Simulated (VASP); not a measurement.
Input of a VASP 6.6.1 run:

File INCAR:

```
SYSTEM = Al3C
PREC = Accurate
ENCUT = 600
EDIFF = 1E-7
ISMEAR = 0
SIGMA = 0.1
LREAL = .False.
LASPH = .True.
NELM = 100
ALGO = Normal
ISIF = 3
LWAVE = .False.
LCHARG = .False.
GGA = PE
IBRION = 2
NSW = 100
EDIFFG = -0.01
LUSENCCL = .False.
```

KPOINTS

```
regular mesh
0
Gamma
  18 18 18
  0 0 0
```

POSCAR

```
Al3C
1.0
   -1.8090240321      1.8090240321      4.0409367990
    1.8090240321     -1.8090240321      4.0409367990
    1.8090240321      1.8090240321     -4.0409367990
Al C
3 1
Direct
    0.5000000000      0.5000000000      0.0000000000
    0.2500000000      0.7500000000      0.5000000000
    0.7500000000      0.2500000000      0.5000000000
    0.0000000000      0.0000000000      0.0000000000
```

Potentials or basis: VASP PAW PBE potentials, release 64 (Al, C).

Run with:

```bash
$ cat potpaw_PBE.64/Al/POTCAR potpaw_PBE.64/C/POTCAR > POTCAR
$ mpirun -np 1 vasp_std > vasp.out
```

Q: Estimate the relaxed volume.

A: 13.48 Å³/atom.

Q: What does it give for the relaxed cell?

A: a = 4.859 Å, b = 4.859 Å, c = 4.859 Å, α = 136.37°, β = 136.37°, γ = 63.41°.

Stress tensor (GPa, compression positive):
```
 0.05  0.00  0.00
 0.00  0.05  0.00
 0.00  0.00 -0.04
```
